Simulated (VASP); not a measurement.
Mo: single point with PBEsol

Crystal: Mo.

```xyz
1
Lattice="0.0000 2.0935 2.0935 2.0935 0.0000 2.0935 2.0935 2.0935 0.0000" Properties=species:S:1:pos:R:3 pbc="T T T"
Mo    0.0000    0.0000    0.0000
```

This cell differs from its parent crystal: strained.

- Program: VASP 6.6.1
- Task: single point
- Functional: PBEsol
- Potentials or basis: VASP PAW PBE potentials, release 64 (Mo_sv)
- Cutoff: 520 eV
- k mesh: 18 × 18 × 18
- Occupations: gaussian, width 0.1 eV
- Spin: no spin polarisation
- Dipole correction: no
- Further INCAR settings: ALGO = Normal; EDIFF = 1e-07; NBANDS = 13

The pressure is -30.3 GPa. The band gap on the k mesh is zero (bands 7 and 8 overlap by 3.83 eV).

Levels at points of the mesh, in eV from the Fermi level:
| k point | band 4 | band 5 | band 6 | band 7 | band 8 | band 9 | band 10 | band 11 |
| --- | --- | --- | --- | --- | --- | --- | --- | --- |
| (0.00, 0.00, 0.00) | -34.31 | -6.32 | -0.54 | -0.54 | -0.54 | 1.64 | 1.64 | 12.98 |
| (0.50, 0.00, 0.00) | -34.42 | -3.99 | -0.68 | -0.68 | 1.17 | 3.34 | 3.34 | 9.24 |
| (0.50, 0.50, 0.00) | -34.61 | -4.14 | -3.52 | 3.29 | 3.32 | 3.82 | 3.82 | 11.38 |

Wall time 20 s on 1 thread of Intel(R) Xeon(R) Platinum 8488C (Sapphire Rapids), on a shared host, peak memory 0.16 GiB.

Caveat: the cell differs from its parent crystal (strained); the cell stands under tension; the PAW data sets were made with another functional, which shifts forces and pressure a little.
